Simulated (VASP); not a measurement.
A run of VASP 6.6.1:

The input INCAR:

```
PREC = Accurate ; ENCUT = 600
EDIFF = 1E-8 ; ISMEAR = 0
SIGMA = 0.01 ; LREAL = False
LASPH = True ; NELM = 80
ALGO = Normal ; ISIF = 3
LWAVE = False ; LCHARG = False
GGA = PS ; NBANDS = 11
IBRION = 6 ; NFREE = 2
POTIM = 0.015 ; NSW = 1
```

The input KPOINTS:

```
Automatic mesh
0
Gamma
  8 8 8
```

File POSCAR:

```
AlN
1.0
    0.0000000000      2.1886811964      2.1886811964
    2.1886811964      0.0000000000      2.1886811964
    2.1886811964      2.1886811964      0.0000000000
Al N
1 1
Direct
    0.0000000000      0.0000000000      0.0000000000
    0.2500000000      0.2500000000      0.2500000000
```

Potentials or basis: VASP PAW PBE potentials, release 64 (Al, N).

Command:

```bash
$ cat potpaw_PBE.64/Al/POTCAR potpaw_PBE.64/N/POTCAR > POTCAR
$ mpirun -np 1 vasp_std > vasp.out
```

Hardware: 1 thread of AMD EPYC 7R43 64-Core Processor (Zen 3), with other jobs on the host.

Question: Estimate the wall time of this run.

Answer: Run time: 6.7 min on 1 thread of AMD EPYC 7R43 64-Core Processor (Zen 3), with other jobs on the host, peak memory 0.17 GiB. Counts: scf iterations 153, k points 29.
